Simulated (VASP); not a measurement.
# Mn (Im-3m) in VASP: single point with r2SCAN

Aim: the single point of Mn with r2SCAN.

Everything below comes from runs of VASP 6.6.1. Logs are shortened: lines on timing, memory, paths and dates and some standing lists are left out, and cuts for length are marked.

## (1) The cell of the first run

It takes space group Im-3m (No. 229, cubic). Conventional cell: a = 2.740 Å, b = 2.740 Å, c = 2.740 Å, α = 90.00°, β = 90.00°, γ = 90.00°. Within 3.1 Å of Mn (site symmetry m-3m) lie 14 Mn at 2.37 to 2.74 Å.

## (2) Single point, r2SCAN, collinear spin, ferromagnetic start

Contents of POSCAR:

```
Mn
1.0
    2.7400000000      0.0000000000      0.0000000000
    0.0000000000      2.7400000000      0.0000000000
    0.0000000000      0.0000000000      2.7400000000
Mn
2
Direct
    0.0000000000      0.0000000000      0.0000000000
    0.5000000000      0.5000000000      0.5000000000
```

Contents of INCAR.step1:

```
PREC = Accurate ; ENCUT = 550
ISMEAR = -1 ; SIGMA = 0.1
LREAL = F ; LASPH = T
NELM = 200 ; ISPIN = 2
MAGMOM = 3 3 ; LMAXMIX = 4
NBANDS = 24 ; GGA = PE
ALGO = Normal ; EDIFF = 1E-5
LWAVE = T ; LCHARG = F
GGA_COMPAT = F
```

Contents of INCAR.step2:

```
PREC = Accurate ; ENCUT = 550
EDIFF = 1E-6 ; ISMEAR = -1
SIGMA = 0.1 ; LREAL = F
LASPH = T ; NELM = 200
ALGO = Normal ; ISIF = 2
LWAVE = F ; LCHARG = T
ISPIN = 2 ; MAGMOM = 3 3
LORBIT = 11 ; LMAXMIX = 4
METAGGA = R2SCAN ; LMIXTAU = T
LELF = T ; LVHAR = T
NBANDS = 24 ; ISTART = 1
GGA_COMPAT = F
```

Contents of KPOINTS:

```
regular mesh
0
Gamma
  6 6 6
```

Potentials or basis: VASP PAW PBE potentials, release 64 (Mn_pv).

Run with:

```console
cat potpaw_PBE.64/Mn_pv/POTCAR > POTCAR
cp INCAR.step1 INCAR
mpirun -np 1 vasp_std > vasp.out
cp INCAR.step2 INCAR
mpirun -np 1 vasp_std > vasp.out
```

OUTCAR:

```text
PREC = Accurate
   ENCUT = 550
   EDIFF = 1E-6
   ISMEAR = -1
   LREAL = F
   LASPH = T
   NELM = 200
   ISIF = 2
   ISPIN = 2
   LORBIT = 11
   METAGGA = R2SCAN
   ISTART = 1

 ion  position               nearest neighbor table
   1  0.000  0.000  0.000-   2 2.37   2 2.37   2 2.37   2 2.37   2 2.37   2 2.37   2 2.37   2 2.37

   2  0.500  0.500  0.500-   1 2.37   1 2.37   1 2.37   1 2.37   1 2.37   1 2.37   1 2.37   1 2.37

  LATTYP: Found a simple cubic cell.
 ALAT       =     2.7400000000

  Lattice vectors:

 A1 = (   2.7400000000,   0.0000000000,   0.0000000000)
 A2 = (   0.0000000000,   2.7400000000,   0.0000000000)
 A3 = (   0.0000000000,   0.0000000000,   2.7400000000)

Analysis of symmetry for initial positions (statically):
=====================================================================
 Subroutine PRICEL returns following result:

  LATTYP: Found a body centered cubic cell.
 ALAT       =     2.7400000000

  Lattice vectors:

 A1 = (   1.3700000000,   1.3700000000,  -1.3700000000)
 A2 = (  -1.3700000000,   1.3700000000,   1.3700000000)
 A3 = (   1.3700000000,  -1.3700000000,   1.3700000000)

   2 primitive cells build up your supercell.

 Routine SETGRP: Setting up the symmetry group for a
 simple cubic supercell.

 Subroutine GETGRP returns: Found 48 space group operations
 (whereof 48 operations were pure point group operations)
 out of a pool of 48 trial point group operations.

The static configuration has the point symmetry O_h .

Analysis of symmetry for dynamics (positions and initial velocities):
=====================================================================
 Subroutine PRICEL returns following result:

  LATTYP: Found a body centered cubic cell.
 ALAT       =     2.7400000000

  Lattice vectors:

 A1 = (   1.3700000000,   1.3700000000,  -1.3700000000)
 A2 = (  -1.3700000000,   1.3700000000,   1.3700000000)
 A3 = (   1.3700000000,  -1.3700000000,   1.3700000000)

   2 primitive cells build up your supercell.

 Routine SETGRP: Setting up the symmetry group for a
 simple cubic supercell.

 Subroutine GETGRP returns: Found 48 space group operations
 (whereof 48 operations were pure point group operations)
 out of a pool of 48 trial point group operations.

The dynamic configuration has the point symmetry O_h .

Analysis of structural, dynamic, and magnetic symmetry:
=====================================================================
 Subroutine PRICEL returns following result:

  LATTYP: Found a body centered cubic cell.
 ALAT       =     2.7400000000

  Lattice vectors:

 A1 = (   1.3700000000,   1.3700000000,  -1.3700000000)
 A2 = (  -1.3700000000,   1.3700000000,   1.3700000000)
 A3 = (   1.3700000000,  -1.3700000000,   1.3700000000)

   2 primitive cells build up your supercell.

 Routine SETGRP: Setting up the symmetry group for a
 simple cubic supercell.

 Subroutine GETGRP returns: Found 48 space group operations
 (whereof 48 operations were pure point group operations)
 out of a pool of 48 trial point group operations.

The overall configuration has the point symmetry O_h .

 Subroutine INISYM returns: Found 48 space group operations
 (whereof 48 operations are pure point group operations),
 and found     2 'primitive' translations

----------------------------------------------------------------------------------------

                                     Primitive cell

  volume of cell :      10.2854

  direct lattice vectors                    reciprocal lattice vectors
     1.370000000  1.370000000 -1.370000000     0.364963504  0.364963504  0.000000000
    -1.370000000  1.370000000  1.370000000    -0.000000000  0.364963504  0.364963504
     1.370000000 -1.370000000  1.370000000     0.364963504  0.000000000  0.364963504

  length of vectors
     2.372909606  2.372909606  2.372909606     0.516136337  0.516136337  0.516136337

  position of ions in fractional coordinates (direct lattice)
     0.000000000  0.000000000  0.000000000

  ion indices of the primitive-cell ions
   primitive index   ion index
                 1           1

----------------------------------------------------------------------------------------

 KPOINTS: regular mesh

Automatic generation of k-mesh.
 Grid dimensions read from file:
 generate k-points for:    6    6    6

 Generating k-lattice:

  Cartesian coordinates                     Fractional coordinates (reciprocal lattice)
     0.060827251  0.000000000  0.000000000     0.166666667  0.000000000  0.000000000
     0.000000000  0.060827251  0.000000000     0.000000000  0.166666667  0.000000000
     0.000000000  0.000000000  0.060827251     0.000000000  0.000000000  0.166666667

  Length of vectors
     0.060827251  0.060827251  0.060827251

  Shift w.r.t. Gamma in fractional coordinates (k-lattice)
     0.000000000  0.000000000  0.000000000

 Subroutine IBZKPT returns following result:
 ===========================================

 Found     20 irreducible k-points:

 Following reciprocal coordinates:
            Coordinates               Weight
  0.000000  0.000000  0.000000      1.000000
  0.166667  0.000000  0.000000      6.000000
  0.333333  0.000000  0.000000      6.000000
  0.500000  0.000000  0.000000      3.000000
  0.166667  0.166667  0.000000     12.000000
  0.333333  0.166667  0.000000     24.000000
[... 12 lines left out ...]
  0.500000  0.500000  0.333333      6.000000
  0.500000  0.500000  0.500000      1.000000
   k-points           NKPTS =     20   k-points in BZ     NKDIM =     20   number of bands    NBANDS=     24
   number of dos      NEDOS =    301   number of ions     NIONS =      2
   total plane-waves  NPLWV =  13824
   dimension x,y,z NGX =    24 NGY =   24 NGZ =   24
   dimension x,y,z NGXF=    48 NGYF=   48 NGZF=   48
   ions per type =               2
   NGX,Y,Z   is equivalent  to a cutoff of  14.56, 14.56, 14.56 a.u.
   NGXF,Y,Z  is equivalent  to a cutoff of  29.12, 29.12, 29.12 a.u.
 SYSTEM =  unknown system
   PREC   = accura    normal or accurate (medium, high low for compatibility)
   ISTART =      1    job   : 0-new  1-cont  2-samecut
   ICHARG =      0    charge: 1-file 2-atom 10-const
   ISPIN  =      2    spin polarized calculation?
   LNONCOLLINEAR =      F non collinear calculations
   LSORBIT =      F    spin-orbit coupling
   LASPH  =      T    aspherical Exc in radial PAW
   ENCUT  =  550.0 eV  40.42 Ry    6.36 a.u.   5.24  5.24  5.24*2*pi/ulx,y,z
   NELM   =    200;   NELMIN=  2; NELMDL=  0     # of ELM steps
   EDIFF  = 0.1E-05   stopping-criterion for ELM
   LREAL  =      F    real-space projection
   EDIFFG = 0.1E-04   stopping-criterion for IOM
   NSW    =      0    number of steps for IOM
   IBRION =     -1    ionic relax: 0-MD 1-quasi-New 2-CG
   NFREE  =      0    steps in history (QN), initial steepest desc. (CG)
   ISIF   =      2    stress and relaxation
   ISYM   =      2    0-nonsym 1-usesym 2-fastsym
   POTIM  = 0.5000    time-step for ionic-motion
   TEBEG  =    0.0;   TEEND  =   0.0 temperature during run
   PSTRESS=    0.0 pullay stress
   NELECT =      26.0000    total number of electrons
   NUPDOWN=      -1.0000    fix difference up-down
   EMIN   =  10.00;   EMAX   =-10.00  energy-range for DOS
   EFERMI =   0.00;   METHOD = LEGACY
   ISMEAR =    -1;   SIGMA  =   0.10  broadening in eV -4-tet -1-fermi 0-gaus
   EFERMI_NEDOS =   21; number of points for ismear=-14 and -15
   IALGO  =     38    algorithm
   IMIX   =      4    mixing-type and parameters
     AMIX     =   0.40;   BMIX     =  1.00
     AMIX_MAG =   1.60;   BMIX_MAG =  1.00
  volume/ion in A,a.u.               =      10.29        69.41
  Fermi-wavevector in a.u.,A,eV,Ry     =   1.770036  3.344883 42.627417  3.133027
  Thomas-Fermi vector in A             =   2.836906
   LORBIT       =     11    0 simple, 1 ext, 2 COOP (PROOUT), +10 PAW based schemes
   METAGGA = R2SCAN    functional components
   LHFCALC =     F    Hartree Fock is set to
   AEXX    =    0.0000 exact exchange contribution
   IVDW    =     0    specifies the selected vdW correction
   LEPSILON=     F    determine dielectric tensor
   LRPA    =     F    only Hartree local field effects (RPA)
 spin polarized calculation
  energy-cutoff  :      550.00
  volume of cell :       20.57
 maximum number of plane-waves:       624
 NGX is ok and might be reduce to    24
   NGX = 11   NGY = 11   NGZ = 11

 number of electron      25.9999972 magnetization       2.0435886

 Free energy of the ion-electron system (eV)
  ---------------------------------------------------
  ext. energy  EPLUGINS =         0.00000000
  ---------------------------------------------------
  free energy    TOTEN  =       -28.65722284 eV

  energy without entropy =      -28.55856225  energy(sigma->0) =      -28.60789255

 E-fermi :  11.1986     XC(G=0): -15.6890

 val. band max:       11.1442578374   @ k =   0.1667   0.1667   0.0000
 cond. band min:      11.2049476269   @ k =   0.5000   0.5000   0.1667
 fundamental gap:      0.0606897895
 Fermi energy:        11.1985688730

 spin component 1

 k-point     1 :       0.0000    0.0000    0.0000
  band No.  band energies     occupation
      1     -39.6444      1.00000
      2     -39.6444      1.00000
      3     -39.6444      1.00000
      4     -39.0283      1.00000
      5     -39.0283      1.00000
      6     -39.0283      1.00000
[... 16 lines left out ...]
     23      36.3514      0.00000
     24      36.3514      0.00000

 k-point     2 :       0.1667    0.0000    0.0000
  band No.  band energies     occupation
      1     -39.6432      1.00000
      2     -39.6008      1.00000
      3     -39.6008      1.00000
      4     -39.1114      1.00000
      5     -39.0671      1.00000
      6     -39.0671      1.00000
[... 16 lines left out ...]
     23      34.4987      0.00000
     24      36.5108      0.00000
[... 457 lines left out ...]
     23      27.0522      0.00000
     24      27.0522      0.00000

 k-point    20 :       0.5000    0.5000    0.5000
  band No.  band energies     occupation
      1     -39.4672      1.00000
      2     -39.4672      1.00000
      3     -39.4672      1.00000
      4     -39.4672      1.00000
      5     -39.4672      1.00000
      6     -39.4672      1.00000
[... 16 lines left out ...]
     23      24.8967      0.00000
     24      24.8967      0.00000
 Fermi energy:        11.1985688730

 spin component 2

 k-point     1 :       0.0000    0.0000    0.0000
  band No.  band energies     occupation
      1     -38.0544      1.00000
      2     -38.0544      1.00000
      3     -38.0544      1.00000
      4     -37.3997      1.00000
      5     -37.3997      1.00000
      6     -37.3996      1.00000
[... 16 lines left out ...]
     23      36.2694      0.00000
     24      36.2694      0.00000

 k-point     2 :       0.1667    0.0000    0.0000
  band No.  band energies     occupation
      1     -38.0555      1.00000
      2     -38.0078      1.00000
      3     -38.0078      1.00000
      4     -37.4905      1.00000
      5     -37.4406      1.00000
      6     -37.4406      1.00000
[... 16 lines left out ...]
     23      34.5459      0.00000
     24      36.5073      0.00000
[... 457 lines left out ...]
     23      27.6833      0.00000
     24      27.6833      0.00000

 k-point    20 :       0.5000    0.5000    0.5000
  band No.  band energies     occupation
      1     -37.8718      1.00000
      2     -37.8718      1.00000
      3     -37.8718      1.00000
      4     -37.8718      1.00000
      5     -37.8717      1.00000
      6     -37.8717      1.00000
[... 16 lines left out ...]
     23      25.6101      0.00000
     24      25.6101      0.00000

------------------------ aborting loop because EDIFF is reached ----------------------------------------

  FORCE on cell =-STRESS in cart. coord.  units (eV):
  Direction    XX          YY          ZZ          XY          YZ          ZX
  --------------------------------------------------------------------------------------
  -------------------------------------------------------------------------------------
  Total        1.8369335      1.8369335      1.8369335     -0.0000000      0.0000000     -0.0000000
  in kB      143.0712329    143.0712329    143.0712329     -0.0000000      0.0000000     -0.0000000
  external PRESSURE =     143.0712329 kB  Pullay stress =       0.0000000 kB

 VOLUME and BASIS-vectors are now :
 -----------------------------------------------------------------------------
  energy-cutoff  :      550.00
  volume of cell :       20.57
      direct lattice vectors                 reciprocal lattice vectors
     2.740000000  0.000000000  0.000000000     0.364963504  0.000000000  0.000000000
     0.000000000  2.740000000  0.000000000     0.000000000  0.364963504  0.000000000
     0.000000000  0.000000000  2.740000000     0.000000000  0.000000000  0.364963504

 POSITION                                       TOTAL-FORCE (eV/Angst)
 -----------------------------------------------------------------------------------
      0.00000      0.00000      0.00000        -0.000000      0.000000      0.000000
      1.37000      1.37000      1.37000         0.000000     -0.000000     -0.000000
 -----------------------------------------------------------------------------------
    total drift:                                0.000000      0.000000     -0.000000

  FREE ENERGIE OF THE ION-ELECTRON SYSTEM (eV)
  ---------------------------------------------------
  free  energy   TOTEN  =       -28.6572228429 eV

  energy  without entropy=      -28.5585622516  energy(sigma->0) =      -28.60789255

 total charge

# of ion       s       p       d       tot
------------------------------------------
    1        0.469   6.450   5.178  12.098
    2        0.469   6.450   5.178  12.098
--------------------------------------------------
tot          0.938  12.901  10.357  24.195

 magnetization (x)

# of ion       s       p       d       tot
------------------------------------------
    1       -0.011  -0.038   1.091   1.042
    2       -0.011  -0.038   1.091   1.042
--------------------------------------------------
tot         -0.022  -0.076   2.183   2.084
```

Wall time 94 s (1 thread of Intel Xeon Platinum 8375C at 2.90GHz (Ice Lake), shared host); peak memory 0.16 GiB.

Results:

* Free energy: -28.6572 eV
* Pressure: 14.3 GPa
* Net moment: 2.04 μB per cell
* Site moments: Mn +1.04 μB
* Valence electrons inside the program's atomic spheres: Mn 12.10

Caveat: the k points lie up to 0.38 Å⁻¹ apart; the PAW data sets were made with another functional, which shifts forces and pressure a little.
